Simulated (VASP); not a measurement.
Ga8P7N, 16 atoms in the cell. The typed cell holds 16 atoms: a = 10.708 Å, b = 5.354 Å, c = 5.354 Å, α = 90.00°, β = 90.00°, γ = 90.00°. 

| Property | Result |
| --- | --- |
| Program | VASP 6.6.1 |
| Task | single point |
| Functional | PBEsol |
| Potentials or basis | VASP PAW PBE potentials, release 64 (Ga_d, P, N) |
| Cutoff | 520 eV |
| k mesh | 2 × 2 × 2, shifted |
| Occupations | fermi-dirac, width 0.05 eV |
| Spin | no spin polarisation |
| Dipole correction | no |
| Further INCAR settings | LREAL = Auto; ALGO = Normal; EDIFF = 1e-06; NBANDS = 86 |

Potentials or basis: VASP PAW PBE potentials, release 64 (Ga_d, P, N).

The run is started by

```console
$ cat potpaw_PBE.64/Ga_d/POTCAR potpaw_PBE.64/P/POTCAR potpaw_PBE.64/N/POTCAR > POTCAR
$ mpirun -np 1 vasp_std > vasp.out
```

Hardware: 1 thread of Intel Xeon 8259CL (shared host).

Question: Estimate the wall time of this run.

Answer: Run time: 4.8 min on 1 thread of Intel Xeon 8259CL, on a shared host, peak memory 0.33 GiB. Counts: scf iterations 16, k points 4.
